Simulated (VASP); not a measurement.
Set up this calculation in VASP 6.6.1, as the native input.

- Task: single point
- Functional: LDA
- Potentials or basis: VASP PAW LDA potentials, release 64 (V_sv)
- Cutoff: 520 eV
- k mesh: 20 × 20 × 20
- Occupations: gaussian, width 0.05 eV
- Spin: collinear spin, ferromagnetic start
- Starting moments: [1.0] μB
- Dipole correction: no
- Further INCAR settings: ALGO = Normal; EDIFF = 1e-07; NBANDS = 16

The structure of V lies in POSCAR:

```
V
1.0
   -1.5100000000      1.5100000000      1.5100000000
    1.5100000000     -1.5100000000      1.5100000000
    1.5100000000      1.5100000000     -1.5100000000
V
1
Direct
    0.0000000000      0.0000000000      0.0000000000
```

One way to write it, as run:

INCAR

```
PREC     = Accurate       # precision mode
ENCUT    = 520            # plane-wave cutoff, eV
EDIFF    = 1E-7           # SCF threshold, eV
ISMEAR   = 0              # smearing method
SIGMA    = 0.05           # smearing width, eV
LREAL    = False          # projectors in reciprocal space
LASPH    = True           # aspherical terms in the spheres
NELM     = 150            # most SCF steps
ALGO     = Normal         # electronic algorithm
ISIF     = 2              # what is computed and relaxed
LWAVE    = False          # write WAVECAR
LCHARG   = False          # write CHGCAR
ISPIN    = 2              # spin polarisation
MAGMOM   = 1              # initial moments
LORBIT   = 11             # projections on sites
LMAXMIX  = 4              # l up to which the mixer works
NBANDS   = 16             # bands
```

KPOINTS

```
Automatic mesh
0
Gamma
  20 20 20
```

Potentials or basis: VASP PAW LDA potentials, release 64 (V_sv).

Command:

```sh
$ cat potpaw_LDA.64/V_sv/POTCAR > POTCAR
$ mpirun -np 1 vasp_std > vasp.out
```

Results of the run:

```
Pressure                                              : -16.2 GPa
Net moment                                            : 0.00 μB per cell
Valence electrons inside the program's atomic spheres : V 11.64
```

It took 2.8 min on 1 thread of AMD EPYC 7R13, on a shared host, peak memory 0.16 GiB.
